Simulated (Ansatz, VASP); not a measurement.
## FeRu in VASP and in Ansatz

File INCAR:

```
SYSTEM = FeRu
ALGO = Normal
EDIFF = 1E-6
ENCUT = 690
GGA = CA
GGA_COMPAT = .FALSE.
ISIF = 2
ISMEAR = -1
LASPH = .TRUE.
LCHARG = .TRUE.
LDAU = .TRUE.
LDAUJ = 0 0
LDAUL = 2 -1
LDAUPRINT = 1
LDAUTYPE = 2
LDAUU = 6 0
LELF = .TRUE.
LMAXMIX = 4
LREAL = .FALSE.
LVHAR = .TRUE.
LWAVE = .FALSE.
NBANDS = 23
NELM = 200
PREC = Accurate
SIGMA = 0.05
```

Contents of KPOINTS:

```
k-points
0
G
  12 12 7
  0 0 0
```

The input POSCAR:

```
FeRu
1.0
    2.6428014205      0.0000000000      0.0000000000
   -1.3214007102      2.2887331673      0.0000000000
    0.0000000000      0.0000000000      4.0702270000
Fe Ru
1 1
Direct
    0.0000000000      0.0000000000      0.5000000000
    0.6666666667      0.3333333333      0.0000000000
```

Input for Ansatz:

```yaml
crystal:
  lattice:
    - [2.6428014205, 0.0, 0.0]
    - [-1.3214007102, 2.2887331673, 0.0]
    - [0.0, 0.0, 4.070227]
  atoms:
    - { symbol: Fe, position: [0.0, 0.0, 0.5] }
    - { symbol: Ru, position: [0.6666666667, 0.3333333333, 0.0] }
kpoints:
  mp_grid: { grid: [12, 12, 7] }
scf:
  occupations: { method: fermi_dirac, width: 0.05 }
  lower_state_search: "off"
hamiltonian:
  xc: lda
  pseudopotentials: { kind: paw }
  hubbard: { sites: [{ species: Fe, l: d, u_eff: 6.0 }], double_counting: fll }
output:
  forces: true
  stress: true
  eigenvalues: true
  write_density: true
  write_potential: true
  elf: true
  volumetric_format: npy
```

Alike in both runs: task single point; functional LDA; k mesh 12 × 12 × 7; occupations fermi-dirac, width 0.05 eV; no spin polarisation; Hubbard terms Fe d U = 6.0 eV.

|  | VASP | Ansatz |
| --- | --- | --- |
| version | VASP 6.6.1 | Ansatz 0.2.0 |
| potentials or method | VASP PAW LDA potentials, release 64 (Fe_sv, Ru_sv) | PAW with Ansatz's default frozen-core files, scalar-relativistic |
| plane-wave cutoff (eV) | 690 | 420 |
| valence electrons in the cell | 32 | 32 |

|  | VASP | Ansatz | Ansatz less VASP |
| --- | --- | --- | --- |
| gap on the k mesh at the Fermi level (eV) | none | none | - |
| pressure (GPa) | -20.6 | -18.3 | +2.24 |
| traceless stress, the component that is largest in VASP (GPa) | -0.86 | -3.03 | -2.178 |

LDA's correlation is that of Perdew and Zunger in VASP and of Perdew and Wang (1992) in Ansatz. The programs project onto different local orbitals, so the same U acts differently, and such runs can settle in different states. A gap of «none» marks a metal or a gap that the smearing closes. Ansatz's warnings: filled band counts differ across k points.
